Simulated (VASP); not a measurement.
Here is a VASP 6.6.1 calculation.

The input INCAR:

```
PREC     = Accurate       # precision mode
ENCUT    = 500            # plane-wave cutoff, eV
EDIFF    = 1E-6           # SCF threshold, eV
ISMEAR   = 0              # smearing method
SIGMA    = 0.1            # smearing width, eV
LREAL    = False          # projectors in reciprocal space
LASPH    = True           # aspherical terms in the spheres
NELM     = 120            # most SCF steps
ALGO     = Normal         # electronic algorithm
ISIF     = 2              # what is computed and relaxed
LWAVE    = False          # write WAVECAR
LCHARG   = False          # write CHGCAR
GGA      = PS             # functional
NBANDS   = 10             # bands
GGA_COMPAT= False
```

KPOINTS

```
Automatic mesh
0
Gamma
  8 8 8
```

File POSCAR:

```
Ir
1.0
    0.0000000000      1.9269646676      1.9269646676
    1.9269646676      0.0000000000      1.9269646676
    1.9269646676      1.9269646676      0.0000000000
Ir
1
Direct
    0.0000000000      0.0000000000      0.0000000000
```

Potentials or basis: VASP PAW PBE potentials, release 64 (Ir).

Command:

```bash
$ cat potpaw_PBE.64/Ir/POTCAR > POTCAR
$ mpirun -np 1 vasp_std > vasp.out
```

Q: What does it give for the pressure?

A: -4.6 GPa.

Caveat: the PAW data sets were made with another functional, which shifts forces and pressure a little.
